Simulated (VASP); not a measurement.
A run of VASP 6.6.1 is set up as follows.

File INCAR:

```
  ALGO = Normal
  EDIFF = 1E-6
  ENCUT = 520
  GGA = PE
  ISIF = 2
  ISMEAR = 0
  LASPH = True
  LCHARG = False
  LREAL = False
  LWAVE = False
  NBANDS = 37
  NELM = 80
  PREC = Accurate
  SIGMA = 0.1
```

KPOINTS

```
k-points
0
Gamma
  2 2 2
```

Contents of POSCAR:

```
Zr3Sb4
1.0
    5.4488837580     -0.0864869756      0.0351591821
   -0.0950809503      5.9334096784      0.7056800879
    0.0367933665      0.7149843000      5.3866344947
Zr Sb
3 4
Direct
    0.1840670180      0.1209210644      0.3856657941
    0.6731197334     -0.1209776901      0.1858126223
   -0.0713360429      0.5002382237     -0.2143672644
    0.1547794036      0.6730757121      0.2293827738
    0.7024120546      0.3268398909      0.3420803137
    0.3686371633      0.2306193386      0.8559151753
    0.4883206702      0.7692834604      0.7155105851
```

Potentials or basis: VASP PAW PBE potentials, release 64 (Zr_sv, Sb).

Run with:

```sh
$ cat potpaw_PBE.64/Zr_sv/POTCAR potpaw_PBE.64/Sb/POTCAR > POTCAR
$ mpirun -np 1 vasp_std > vasp.out
```

Task: What does it give for the pressure?

Result: 0.0 GPa.

Task: Estimate the largest force.

Result: 0.012 eV/Å.

Task: What does it give for the band gap on the k mesh?

Result: Zero (bands 28 and 29 overlap by 0.49 eV).

Forces in eV/Å, atoms in the order of the input:
```
Zr  -0.006  0.008 -0.007
Zr   0.004 -0.007  0.006
Zr  -0.001 -0.002  0.001
Sb   0.003 -0.001 -0.006
Sb  -0.005  0.003  0.005
Sb  -0.001 -0.006 -0.001
Sb   0.006  0.006  0.002
```

Caveat: the k points lie up to 0.60 Å⁻¹ apart; spin-orbit coupling is left out, which moves the levels of the heavy elements.
